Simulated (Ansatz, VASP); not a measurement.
# One calculation of Si, two programs

```
Si
1.0
    -3.37335    3.37335    1.94644
     3.37335   -3.37335    1.94644
     3.37335    3.37335   -1.94644
Si
4
Cartesian
  1.2050 1.2050 0.0000
  2.1683 2.1683 1.9464
  2.1683 -2.1683 1.9464
  -2.1683 2.1683 1.9464
```

Change from the starting cell: mode 4 frozen in at +0.000 Å, equal normal strain along x, y and z +0.0083.

Alike in both runs: task single point; functional PBE; k mesh 10 × 10 × 10; occupations gaussian, width 0.05 eV; no spin polarisation.

|  | VASP | Ansatz |
| --- | --- | --- |
| version | VASP 6.6.1 | Ansatz 0.2.0 |
| potentials or method | VASP PAW PBE potentials, release 64 (Si), cutoff 520 eV | scalar-relativistic, plane waves, PAW |
| valence electrons in the cell | 16 | 16 |

VASP gave:

- gap on the k mesh at the Fermi level (eV): 0.45
- least direct gap on the mesh (eV): 0.46
- pressure (GPa): -2.0
- traceless stress, the component that is largest in VASP (GPa): -0.07
- rms of the force components (eV/Å): 0.019

Question: Which values does Ansatz return?

Answer: gap on the k mesh at the Fermi level (eV): 0.45; least direct gap on the mesh (eV): 0.46; pressure (GPa): -1.9; traceless stress, the component that is largest in VASP (GPa): -0.05; rms of the force components (eV/Å): 0.019.

Atom by atom the forces differ by 0.000 eV/Å (rms over components).
